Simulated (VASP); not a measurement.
Runs of VASP 6.6.1 on Cu. The structure is that of space group P6_3/mmc (No. 194), or close to it. The cells are those of the table. This isn't the form of Cu at room conditions, which is fcc.

| task | cell | k mesh | cutoff (eV) | gap on the mesh (eV) | pressure (GPa) |
| --- | --- | --- | --- | --- | --- |
| single point | a = 2.581, b = 2.581, c = 4.080 Å, angles 90.0, 90.0, 120.0°, 2 atoms | 24 × 24 × 12 | 520 | none | -3.4 |
| single point | a = 2.682, b = 2.682, c = 3.961 Å, angles 90.0, 90.0, 120.0°, 2 atoms | 24 × 24 × 12 | 520 | none | -7.8 |
| relaxation of shape and atoms at fixed volume | relaxed from a = 2.479, b = 2.479, c = 4.046 Å, angles 90.0, 90.0, 120.0°, 2 atoms | 18 × 18 × 10 | 600 | none | 12.5 |
| relaxation of shape and atoms at fixed volume | relaxed from a = 2.452, b = 2.452, c = 4.002 Å, angles 90.0, 90.0, 120.0°, 2 atoms | 18 × 18 × 10 | 600 | none | 20.1 |
| single point | a = 2.429, b = 2.429, c = 3.965 Å, angles 90.0, 90.0, 120.0°, 2 atoms | 24 × 24 × 12 | 520 | none | (b) |
| single point | a = 2.531, b = 2.531, c = 4.130 Å, angles 90.0, 90.0, 120.0°, 2 atoms | 18 × 18 × 10 | 520 | none | 0.8 |
| single point | a = 2.531, b = 2.531, c = 4.047 Å, angles 90.0, 90.0, 120.0°, 2 atoms | 24 × 24 × 12 | 520 | none | (a) |
| single point | a = 2.531, b = 2.531, c = 3.965 Å, angles 90.0, 90.0, 120.0°, 2 atoms | 24 × 24 × 12 | 520 | none | 8.4 |

Alike in all rows: level r2SCAN; potentials or basis VASP PAW PBE potentials, release 64 (Cu); no spin polarisation; smearing gaussian 0.1 eV.

Q: Fill in the values left out.

A: (a) 4.3; (b) 27.7.

Caveats: the PAW data sets were made with another functional, which shifts forces and pressure a little; the cell stands under pressure (at least some runs); the stress differs along the axes, from -5 to 1 GPa (at least some runs); the stress differs along the axes, from -12 to 1 GPa (at least some runs); the stress differs along the axes, from 5 to 15 GPa (at least some runs).

A gap of «none» marks levels without a gap at the run's occupations.
